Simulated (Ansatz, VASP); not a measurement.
**One calculation of TaN, two programs**

INCAR

```
SYSTEM = TaN
ALGO = Normal ; EDIFF = 1E-6
ENCUT = 700 ; GGA = PS
GGA_COMPAT = .FALSE. ; ISIF = 2
ISMEAR = -1 ; LASPH = .TRUE.
LCHARG = .FALSE. ; LREAL = .FALSE.
LWAVE = .FALSE. ; NBANDS = 16
NELM = 120 ; PREC = Accurate
SIGMA = 0.05
```

Contents of KPOINTS:

```
k-points
0
G
  9 9 8
  0 0 0
```

POSCAR

```
TaN
1.0
    2.8792400000      0.0000000000      0.0000000000
   -1.4396200000      2.4934949836      0.0000000000
    0.0000000000      0.0000000000      2.8830000000
Ta N
1 1
Direct
    0.0000000000      0.0000000000      0.5000000000
    0.6666666667      0.3333333333      0.0000000000
```

Contents of input.yaml:

```yaml
crystal:
  lattice:
    - [2.87924, 0.0, 0.0]
    - [-1.43962, 2.4934949836, 0.0]
    - [0.0, 0.0, 2.883]
  atoms:
    - { symbol: Ta, position: [0.0, 0.0, 0.5] }
    - { symbol: "N", position: [0.6666666667, 0.3333333333, 0.0] }
hamiltonian:
  xc: pbesol
  pseudopotentials: { kind: paw }
kpoints:
  mp_grid: { grid: [9, 9, 8] }
scf:
  occupations: { method: fermi_dirac, width: 0.05 }
output:
  forces: true
  stress: true
  eigenvalues: true
```

Alike in both runs: task single point; functional PBEsol; k mesh 9 × 9 × 8; occupations fermi-dirac, width 0.05 eV; no spin polarisation.

```csv
,VASP,Ansatz
version,VASP 6.6.1,Ansatz 0.2.0
potentials or method,"VASP PAW PBE potentials, release 64 (Ta_sv_GW, N)",Ansatz PAW
plane-wave cutoff (eV),700,420
valence electrons in the cell,18,18
```

Ansatz gave:

```
gap on the k mesh at the Fermi level (eV)                     : none
pressure (GPa)                                                : 9.7
traceless stress, the component that is largest in VASP (GPa) : -8.10
```

**Question.** Which values does VASP return?

**Answer.** gap on the k mesh at the Fermi level (eV): none; pressure (GPa): 9.8; traceless stress, the component that is largest in VASP (GPa): -7.97.

VASP's potentials were made for PBE, not for PBEsol. A gap of «none» marks a metal or a gap that the smearing closes.

Neither program's run includes spin-orbit coupling.
